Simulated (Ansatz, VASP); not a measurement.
# LiF: VASP beside Ansatz

```xyz
2
Lattice="2.6235 0.0000 0.0000 0.0000 2.6235 0.0000 0.0000 0.0000 2.6875" Properties=species:S:1:pos:R:3 pbc="T T T"
Li    0.0000    0.0000    0.0000
F     1.3118    1.3118    1.3438
```

Change from the starting cell: strain +0.025 along x and y, +0.050 along z, atoms carried along.

Alike in both runs: task single point; functional LDA; k mesh 10 × 10 × 10; occupations gaussian, width 0.05 eV; no spin polarisation.

```csv
,VASP,Ansatz
version,VASP 6.6.1,Ansatz 0.2.0
potentials or method,"VASP PAW LDA potentials, release 64 (Li_sv, F), cutoff 520 eV","scalar-relativistic, plane waves, PAW"
valence electrons in the cell,10,10
```

```tsv
	VASP	Ansatz	Ansatz less VASP
gap on the k mesh at the Fermi level (eV)	6.50	6.51	+0.004
least direct gap on the mesh (eV)	7.07	7.07	+0.001
```

LDA's correlation is that of Perdew and Zunger in VASP and of Perdew and Wang (1992) in Ansatz.

Noted on VASP's run: the cutoff is short for stress, so the pressure is rough.
